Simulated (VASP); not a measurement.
A run of VASP 6.6.1:

INCAR

```
PREC = Accurate ; ENCUT = 520
EDIFF = 1E-7 ; ISMEAR = 0
SIGMA = 0.05 ; LREAL = F
LASPH = T ; NELM = 100
ALGO = Normal ; ISIF = 2
LWAVE = F ; LCHARG = F
GGA = CA ; NBANDS = 35
```

File KPOINTS:

```
Automatic mesh
0
Gamma
  6 6 10
```

POSCAR

```
SnO2
1.0
    4.2361559441      0.0000000000      0.0000000000
    0.0000000000      4.7795638380      0.0000000000
    0.0000000000      0.0000000000      3.2286300092
Sn O
2 4
Direct
    0.5000000000      0.5000000000      0.5000000000
    0.0000000000      0.0000000000      0.0000000000
    0.2773983594      0.3316761924      0.0000000000
    0.7773983594      0.1683238076      0.5000000000
    0.2226016406      0.8316761924      0.5000000000
    0.7226016406      0.6683238076      0.0000000000
```

Potentials or basis: VASP PAW LDA potentials, release 64 (Sn_d, O).

The run is started by

```bash
$ cat potpaw_LDA.64/Sn_d/POTCAR potpaw_LDA.64/O/POTCAR > POTCAR
$ mpirun -np 1 vasp_std > vasp.out
```

Hardware: 1 thread of Intel(R) Xeon(R) 6975P-C (Granite Rapids), with other jobs on the host.

How long does it take, and how much memory?

Run time: 71 s on 1 thread of Intel(R) Xeon(R) 6975P-C (Granite Rapids), with other jobs on the host, peak memory 0.27 GiB. Counts: scf iterations 14, k points 96.
